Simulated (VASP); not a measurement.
Set up this calculation in VASP 6.6.1, as the native input.

```
Task                   : single point
Functional             : LDA
Potentials or basis    : VASP PAW LDA potentials, release 64 (Zn, Co)
Cutoff                 : 520 eV
k mesh                 : 13 × 13 × 7
Occupations            : fermi-dirac, width 0.1 eV
Spin                   : collinear spin, ferromagnetic start
Starting moments       : [0.0, 1.8] μB
Dipole correction      : no
Further INCAR settings : ALGO = Normal; EDIFF = 1e-07; NBANDS = 22
```

The structure of ZnCo lies in POSCAR:

```
ZnCo
1.0
    2.5403423954      0.0000000000      0.0000000000
   -1.2701711977      2.2000008370      0.0000000000
    0.0000000000      0.0000000000      4.0646692364
Zn Co
1 1
Direct
    0.6666666667      0.3333333333      0.0000000000
    0.0000000000      0.0000000000      0.5000000000
```

One way to write it, as run:

INCAR

```
SYSTEM = ZnCo
PREC = Accurate
ENCUT = 520
EDIFF = 1E-7
ISMEAR = -1
SIGMA = 0.1
LREAL = .False.
LASPH = .True.
NELM = 150
ALGO = Normal
ISIF = 2
LWAVE = .False.
LCHARG = .False.
ISPIN = 2
MAGMOM = 0 1.8
LORBIT = 11
LMAXMIX = 4
NBANDS = 22
```

KPOINTS

```
Automatic mesh
0
Gamma
  13 13 7
  0 0 0
```

Potentials or basis: VASP PAW LDA potentials, release 64 (Zn, Co).

Launch:

```console
$ cat potpaw_LDA.64/Zn/POTCAR potpaw_LDA.64/Co/POTCAR > POTCAR
$ mpirun -np 1 vasp_std > vasp.out
```

It gave:

The pressure is -4.6 GPa. The net moment is 0.71 μB per cell, the site moments are Zn -0.02; Co +0.74 μB and the valence electrons inside the program's atomic spheres are Zn 11.03; Co 8.29.

Caveat: the cell stands under tension.

Run time: 46 s on 1 thread of Intel(R) Xeon(R) 6975P-C (Granite Rapids), on a shared host, peak memory 0.17 GiB.
